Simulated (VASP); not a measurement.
# TiC (Immm) in VASP: a series of runs

TiC is run at these levels: r2SCAN; tasks: single point.

All numbers are computed with VASP 6.6.1; they aren't measurements. Logs are shortened: lines on timing, memory, paths and dates and some standing lists are left out, and cuts for length are marked.

**1. The cell of the first run**

It takes space group Immm (No. 71, orthorhombic). Conventional cell: a = 2.831 Å, b = 3.290 Å, c = 4.328 Å, α = 90.00°, β = 90.00°, γ = 90.00°. Ti (site symmetry mmm) has 6 C at 2.16 to 2.17 Å and 2 Ti at 2.83 Å within 2.9 Å. Within 2.9 Å of C (site symmetry mmm) lie 6 Ti at 2.16 to 2.17 Å and 2 C at 2.83 Å.

**2. Single point, r2SCAN (strain -0.1500 x Voigt [0, 0, 0, 0, 0, 1])**

POSCAR reads:

```
TiC
1.0
   -0.1623000000      2.1640000000      2.1640000000
    2.1640000000     -0.1623000000      2.1640000000
    2.0017000000      2.0017000000      0.0000000000
Ti C
1 1
Direct
    0.0000000000      0.0000000000      0.0000000000
    0.5000000000      0.5000000000      0.5000000000
```

INCAR.step1 reads:

```
PREC = Accurate ; ENCUT = 520
ISMEAR = 0 ; SIGMA = 0.15
LREAL = F ; LASPH = T
NELM = 60 ; NBANDS = 15
GGA = PE ; ALGO = Normal
EDIFF = 1E-4 ; LWAVE = T
LCHARG = F
```

INCAR.step2 reads:

```
PREC = Accurate ; ENCUT = 520
EDIFF = 1E-7 ; ISMEAR = 0
SIGMA = 0.15 ; LREAL = F
LASPH = T ; NELM = 60
ALGO = Normal ; ISIF = 2
LWAVE = F ; LCHARG = F
METAGGA = R2SCAN ; LMIXTAU = T
NBANDS = 15 ; ISTART = 1
```

KPOINTS reads:

```
Automatic mesh
0
Gamma
  18 18 18
```

Potentials or basis: VASP PAW PBE potentials, release 64 (Ti_sv, C).

Started as:

```bash
$ cat potpaw_PBE.64/Ti_sv/POTCAR potpaw_PBE.64/C/POTCAR > POTCAR
$ cp INCAR.step1 INCAR
$ mpirun -np 1 vasp_std > vasp.out
$ cp INCAR.step2 INCAR
$ mpirun -np 1 vasp_std > vasp.out
```

OUTCAR:

```text
PREC = Accurate
   ENCUT = 520
   EDIFF = 1E-7
   ISMEAR = 0
   LREAL = F
   LASPH = T
   NELM = 60
   ISIF = 2
   METAGGA = R2SCAN
   ISTART = 1

 ion  position               nearest neighbor table
   1  0.000  0.000  0.000-   2 2.16   2 2.16   2 2.17   2 2.17   2 2.17   2 2.17
   2  0.500  0.500  0.500-   1 2.16   1 2.16   1 2.17   1 2.17   1 2.17   1 2.17

  LATTYP: Found a body centered orthorhombic cell.
 ALAT       =     2.8308312878
 B/A-ratio  =     1.1621621622
 C/A-ratio  =     1.5288795269

  Lattice vectors:

 A1 = (   0.1623000000,  -2.1640000000,  -2.1640000000)
 A2 = (  -0.1623000000,   2.1640000000,  -2.1640000000)
 A3 = (   2.1640000000,  -0.1623000000,   2.1640000000)

Analysis of symmetry for initial positions (statically):
=====================================================================
 Subroutine PRICEL returns:
 Original cell was already a primitive cell.

 Routine SETGRP: Setting up the symmetry group for a
 body centered orthorhombic supercell.

 Subroutine GETGRP returns: Found  8 space group operations
 (whereof  8 operations were pure point group operations)
 out of a pool of  8 trial point group operations.

The static configuration has the point symmetry D_2h.

Analysis of symmetry for dynamics (positions and initial velocities):
=====================================================================
 Subroutine PRICEL returns:
 Original cell was already a primitive cell.

 Routine SETGRP: Setting up the symmetry group for a
 body centered orthorhombic supercell.

 Subroutine GETGRP returns: Found  8 space group operations
 (whereof  8 operations were pure point group operations)
 out of a pool of  8 trial point group operations.

The dynamic configuration has the point symmetry D_2h.

 Subroutine INISYM returns: Found  8 space group operations
 (whereof  8 operations are pure point group operations),
 and found     1 'primitive' translations

----------------------------------------------------------------------------------------

                                     Primitive cell

  volume of cell :      20.1536

  direct lattice vectors                    reciprocal lattice vectors
    -0.162300000  2.164000000  2.164000000    -0.214933586  0.214933586  0.231053604
     2.164000000 -0.162300000  2.164000000     0.214933586 -0.214933586  0.231053604
     2.001700000  2.001700000  0.000000000     0.249787680  0.249787680 -0.231053604

  length of vectors
     3.064658756  3.064658756  2.830831288     0.381809718  0.381809718  0.422106075

  position of ions in fractional coordinates (direct lattice)
     0.000000000  0.000000000  0.000000000
     0.500000000  0.500000000  0.500000000

  ion indices of the primitive-cell ions
   primitive index   ion index
                 1           1
                 2           2

----------------------------------------------------------------------------------------

 KPOINTS: Automatic mesh

Automatic generation of k-mesh.
 Grid dimensions read from file:
 generate k-points for:   18   18   18

 Generating k-lattice:

  Cartesian coordinates                     Fractional coordinates (reciprocal lattice)
    -0.011940755  0.011940755  0.012836311     0.055555556  0.000000000  0.000000000
     0.011940755 -0.011940755  0.012836311     0.000000000  0.055555556  0.000000000
     0.013877093  0.013877093 -0.012836311     0.000000000  0.000000000  0.055555556

  Length of vectors
     0.021211651  0.021211651  0.023450338

  Shift w.r.t. Gamma in fractional coordinates (k-lattice)
     0.000000000  0.000000000  0.000000000

 Subroutine IBZKPT returns following result:
 ===========================================

 Found    865 irreducible k-points:

 Following reciprocal coordinates:
            Coordinates               Weight
  0.000000  0.000000  0.000000      1.000000
  0.055556 -0.000000  0.000000      4.000000
  0.111111 -0.000000  0.000000      4.000000
  0.166667  0.000000  0.000000      4.000000
  0.222222 -0.000000  0.000000      4.000000
  0.277778 -0.000000  0.000000      4.000000
[... 16 lines left out ...]
 -0.277778  0.055556  0.000000      4.000000
 -0.222222  0.055556  0.000000      4.000000
 [... further k-points ...]
   k-points           NKPTS =    865   k-points in BZ     NKDIM =    865   number of bands    NBANDS=     15
   number of dos      NEDOS =    301   number of ions     NIONS =      2
   total plane-waves  NPLWV =  13824
   dimension x,y,z NGX =    24 NGY =   24 NGZ =   24
   dimension x,y,z NGXF=    48 NGYF=   48 NGZF=   48
   ions per type =               1   1
   NGX,Y,Z   is equivalent  to a cutoff of  13.02, 13.02, 14.09 a.u.
   NGXF,Y,Z  is equivalent  to a cutoff of  26.04, 26.04, 28.19 a.u.
 SYSTEM =  unknown system
   PREC   = accura    normal or accurate (medium, high low for compatibility)
   ISTART =      1    job   : 0-new  1-cont  2-samecut
   ICHARG =      0    charge: 1-file 2-atom 10-const
   ISPIN  =      1    spin polarized calculation?
   LNONCOLLINEAR =      F non collinear calculations
   LSORBIT =      F    spin-orbit coupling
   LASPH  =      T    aspherical Exc in radial PAW
   ENCUT  =  520.0 eV  38.22 Ry    6.18 a.u.   5.70  5.70  5.26*2*pi/ulx,y,z
   NELM   =     60;   NELMIN=  2; NELMDL=  0     # of ELM steps
   EDIFF  = 0.1E-06   stopping-criterion for ELM
   LREAL  =      F    real-space projection
   EDIFFG = 0.1E-05   stopping-criterion for IOM
   NSW    =      0    number of steps for IOM
   IBRION =     -1    ionic relax: 0-MD 1-quasi-New 2-CG
   NFREE  =      0    steps in history (QN), initial steepest desc. (CG)
   ISIF   =      2    stress and relaxation
   ISYM   =      2    0-nonsym 1-usesym 2-fastsym
   POTIM  = 0.5000    time-step for ionic-motion
   TEBEG  =    0.0;   TEEND  =   0.0 temperature during run
   PSTRESS=    0.0 pullay stress
   NELECT =      16.0000    total number of electrons
   NUPDOWN=      -1.0000    fix difference up-down
   EMIN   =  10.00;   EMAX   =-10.00  energy-range for DOS
   EFERMI =   0.00;   METHOD = LEGACY
   ISMEAR =     0;   SIGMA  =   0.15  broadening in eV -4-tet -1-fermi 0-gaus
   EFERMI_NEDOS =   21; number of points for ismear=-14 and -15
   IALGO  =     38    algorithm
   IMIX   =      4    mixing-type and parameters
     AMIX     =   0.40;   BMIX     =  1.00
     AMIX_MAG =   1.60;   BMIX_MAG =  1.00
  volume/ion in A,a.u.               =      10.08        68.00
  Fermi-wavevector in a.u.,A,eV,Ry     =   1.515878  2.864594 31.264627  2.297885
  Thomas-Fermi vector in A             =   2.625343
   LORBIT       =      0    0 simple, 1 ext, 2 COOP (PROOUT), +10 PAW based schemes
   METAGGA = R2SCAN    functional components
   LHFCALC =     F    Hartree Fock is set to
   AEXX    =    0.0000 exact exchange contribution
   IVDW    =     0    specifies the selected vdW correction
   LEPSILON=     F    determine dielectric tensor
   LRPA    =     F    only Hartree local field effects (RPA)
 non-spin polarized calculation
 Gauss-broadening in eV      SIGMA  =   0.15
  energy-cutoff  :      520.00
  volume of cell :       20.15
 maximum number of plane-waves:       554
   NGX = 11   NGY = 11   NGZ = 11

 number of electron      16.0000002 magnetization

 Free energy of the ion-electron system (eV)
  ---------------------------------------------------
  ext. energy  EPLUGINS =         0.00000000
  ---------------------------------------------------
  free energy    TOTEN  =       -24.60422444 eV

  energy without entropy =      -24.60116215  energy(sigma->0) =      -24.60269329

 E-fermi :   9.7166     XC(G=0): -13.6442

 val. band max:        9.7047329650   @ k =  -0.4444   0.3889   0.0000
 cond. band min:       9.7170639187   @ k =   0.0556   0.0556   0.1667
 fundamental gap:      0.0123309537
 Fermi energy:         9.7165765831

 k-point     1 :       0.0000    0.0000    0.0000
  band No.  band energies     occupation
      1     -49.3414      2.00000
      2     -24.3547      2.00000
      3     -24.3208      2.00000
      4     -24.2343      2.00000
      5      -3.6829      2.00000
      6       9.7860      0.51267
      7      10.1046      0.00025
      8      10.6670      0.00000
      9      11.1224      0.00000
     10      11.2562      0.00000
     11      11.5147      0.00000
     12      11.5394      0.00000
     13      12.1203      0.00000
     14      20.9671      0.00000
     15      24.6968      0.00000

 k-point     2 :       0.0556   -0.0000    0.0000
  band No.  band energies     occupation
      1     -49.3395      2.00000
      2     -24.3645      2.00000
      3     -24.3260      2.00000
      4     -24.2358      2.00000
      5      -3.6167      2.00000
      6       9.4303      1.99305
      7       9.7485      0.76376
      8      10.7157      0.00000
      9      10.9362      0.00000
     10      11.0976      0.00000
     11      11.3593      0.00000
     12      12.1769      0.00000
     13      12.7109      0.00000
     14      21.0895      0.00000
     15      24.6781      0.00000

 k-point     3 :       0.1111   -0.0000    0.0000
  band No.  band energies     occupation
      1     -49.3342      2.00000
      2     -24.4018      2.00000
      3     -24.3319      2.00000
      4     -24.2399      2.00000
      5      -3.4217      2.00000
      6       8.6505      2.00000
      7       9.1180      2.00000
      8      10.2418      0.00000
      9      10.6760      0.00000
     10      11.4770      0.00000
     11      11.5581      0.00000
     12      13.1081      0.00000
     13      13.5515      0.00000
     14      21.4078      0.00000
     15      24.5746      0.00000

 k-point     4 :       0.1667    0.0000    0.0000
  band No.  band energies     occupation
      1     -49.3261      2.00000
      2     -24.4647      2.00000
      3     -24.3344      2.00000
      4     -24.2463      2.00000
      5      -3.1075      2.00000
      6       7.7477      2.00000
      7       8.4441      2.00000
      8       9.5947      1.74935
      9      10.8248      0.00000
     10      11.6800      0.00000
     11      11.9625      0.00000
     12      14.0858      0.00000
     13      14.4116      0.00000
     14      21.7509      0.00000
     15      24.3783      0.00000
[... 307 lines left out ...]
 k-point    22 :      -0.3333    0.0556    0.0000
  band No.  band energies     occupation
      1     -49.2925      2.00000
      2     -24.7120      2.00000
      3     -24.3563      2.00000
      4     -24.2698      2.00000
      5      -1.4864      2.00000
      6       4.8069      2.00000
      7       6.8298      2.00000
      8       8.0133      2.00000
      9      11.7661      0.00000
     10      12.4910      0.00000
     11      13.1700      0.00000
     12      16.5115      0.00000
     13      17.1719      0.00000
     14      20.5702      0.00000
     15      25.6977      0.00000

 k-point    23 :      -0.2778    0.0556    0.0000
  band No.  band energies     occupation
      1     -49.3022      2.00000
      2     -24.6386      2.00000
      3     -24.3566      2.00000
      4     -24.2615      2.00000
      5      -2.0173      2.00000
      6       5.6321      2.00000
      7       7.2010      2.00000
      8       8.3162      2.00000
      9      11.6149      0.00000
     10      12.1933      0.00000
     11      12.8313      0.00000
     12      15.7081      0.00000
     13      16.6193      0.00000
     14      21.3010      0.00000
     15      24.9953      0.00000

 k-point    24 :      -0.2222    0.0556    0.0000
  band No.  band energies     occupation
      1     -49.3127      2.00000
      2     -24.5583      2.00000
      3     -24.3551      2.00000
      4     -24.2530      2.00000
      5      -2.5186      2.00000
      6       6.5146      2.00000
      7       7.6626      2.00000
      8       8.7176      2.00000
      9      11.4316      0.00000
     10      11.8987      0.00000
     11      12.5303      0.00000
     12      14.8016      0.00000
     13      15.9214      0.00000
     14      21.8882      0.00000
     15      24.4308      0.00000

 [... further k-points ...]
[... 5 lines left out ...]
  --------------------------------------------------------------------------------------
  -------------------------------------------------------------------------------------
  Total        0.4360797      0.4360797      0.0963092      3.4537340      0.0000000      0.0000000
  in kB       34.6676535     34.6676535      7.6564299    274.5664741      0.0000000      0.0000000
  external PRESSURE =      25.6639123 kB  Pullay stress =       0.0000000 kB

 VOLUME and BASIS-vectors are now :
 -----------------------------------------------------------------------------
  energy-cutoff  :      520.00
  volume of cell :       20.15
      direct lattice vectors                 reciprocal lattice vectors
    -0.162300000  2.164000000  2.164000000    -0.214933586  0.214933586  0.231053604
     2.164000000 -0.162300000  2.164000000     0.214933586 -0.214933586  0.231053604
     2.001700000  2.001700000  0.000000000     0.249787680  0.249787680 -0.231053604

 POSITION                                       TOTAL-FORCE (eV/Angst)
 -----------------------------------------------------------------------------------
      0.00000      0.00000      0.00000        -0.000000      0.000000     -0.000000
      2.00170      2.00170      2.16400         0.000000     -0.000000      0.000000
 -----------------------------------------------------------------------------------
    total drift:                                0.000000     -0.000000     -0.000000

  FREE ENERGIE OF THE ION-ELECTRON SYSTEM (eV)
  ---------------------------------------------------
  free  energy   TOTEN  =       -24.6042244376 eV

  energy  without entropy=      -24.6011621498  energy(sigma->0) =      -24.60269329
```

Wall time 20 min (1 thread of Oxide Virtual Turin-like, shared host); peak memory 0.34 GiB.

Results:

```
Free energy            : -24.6042 eV
Pressure               : 2.6 GPa
Band gap on the k mesh : zero (bands 8 and 9 overlap by 1.40 eV)
```

Levels at points of the mesh, in eV from the Fermi level:
```csv
k point,band 5,band 6,band 7,band 8,band 9,band 10,band 11,band 12
"(0.00, 0.00, 0.00)",-13.40,0.07,0.39,0.95,1.41,1.54,1.80,1.82
"(0.50, 0.00, 0.00)",-10.24,-6.28,-3.34,-2.03,2.12,3.30,4.19,7.98
"(0.50, 0.50, 0.00)",-11.17,-3.85,-1.69,-1.27,0.97,2.80,3.72,3.74
"(0.00, 0.00, 0.50)",-9.40,-6.22,-4.11,-3.14,2.93,3.15,4.94,8.04
"(0.50, 0.00, 0.50)",-10.97,-3.85,-1.64,-0.27,-0.20,2.48,3.62,3.73
```

Caveat: the cell differs from its parent crystal (strain -0.1500 x Voigt [0, 0, 0, 0, 0, 1]); the PAW data sets were made with another functional, which shifts forces and pressure a little.

[end of part 1 of 2]

The gap in the log of VASP goes by the Fermi energy; the results here count the filled bands.